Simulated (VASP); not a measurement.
Wanted: the native input for a VASP 6.6.1 run.

- Task: single point
- Functional: r2SCAN
- Potentials or basis: VASP PAW PBE potentials, release 64 (Ti_sv, Si)
- Cutoff: 520 eV
- k mesh: 6 × 6 × 6
- Occupations: gaussian, width 0.1 eV
- Spin: no spin polarisation
- Dipole correction: no
- Further INCAR settings: ALGO = Normal; EDIFF = 1e-07; NBANDS = 15

TiSi:

```xyz
2
Lattice="2.7330 0.0000 0.0000 0.0000 2.7330 0.0000 0.0000 0.0000 3.8229" Properties=species:S:1:pos:R:3 pbc="T T T"
Ti    1.3665    1.3665    1.9114
Si    0.0000    0.0000    0.0000
```

One way to write it, as run:

POSCAR

```
TiSi
1.0
    2.7330025623      0.0000000000      0.0000000000
    0.0000000000      2.7330025623      0.0000000000
    0.0000000000      0.0000000000      3.8228681940
Ti Si
1 1
Direct
    0.5000000000      0.5000000000      0.5000000000
    0.0000000000      0.0000000000      0.0000000000
```

INCAR.step1

```
  ALGO = Normal
  EDIFF = 1E-4
  ENCUT = 520
  GGA = PE
  ISMEAR = 0
  LASPH = T
  LCHARG = F
  LREAL = F
  LWAVE = T
  NBANDS = 15
  NELM = 100
  PREC = Accurate
  SIGMA = 0.1
```

INCAR.step2

```
  ALGO = Normal
  EDIFF = 1E-7
  ENCUT = 520
  ISIF = 2
  ISMEAR = 0
  ISTART = 1
  LASPH = T
  LCHARG = F
  LMIXTAU = T
  LREAL = F
  LWAVE = F
  METAGGA = R2SCAN
  NBANDS = 15
  NELM = 100
  PREC = Accurate
  SIGMA = 0.1
```

KPOINTS

```
k-points
0
Gamma
  6 6 6
```

Potentials or basis: VASP PAW PBE potentials, release 64 (Ti_sv, Si).

Run with:

```console
$ cat potpaw_PBE.64/Ti_sv/POTCAR potpaw_PBE.64/Si/POTCAR > POTCAR
$ cp INCAR.step1 INCAR
$ mpirun -np 1 vasp_std > vasp.out
$ cp INCAR.step2 INCAR
$ mpirun -np 1 vasp_std > vasp.out
```

Results of the run:

| Property | Result |
| --- | --- |
| Pressure | 0.3 GPa |
| Band gap on the k mesh | zero (band 8 reaches 11.17 eV, above the bottom of band 9 at 9.89 eV) |

Caveat: the k points lie up to 0.38 Å⁻¹ apart; the PAW data sets were made with another functional, which shifts forces and pressure a little.

It took 30 s on 1 thread of Intel(R) Xeon(R) 6975P-C (Granite Rapids), with other jobs on the host, peak memory 0.14 GiB.
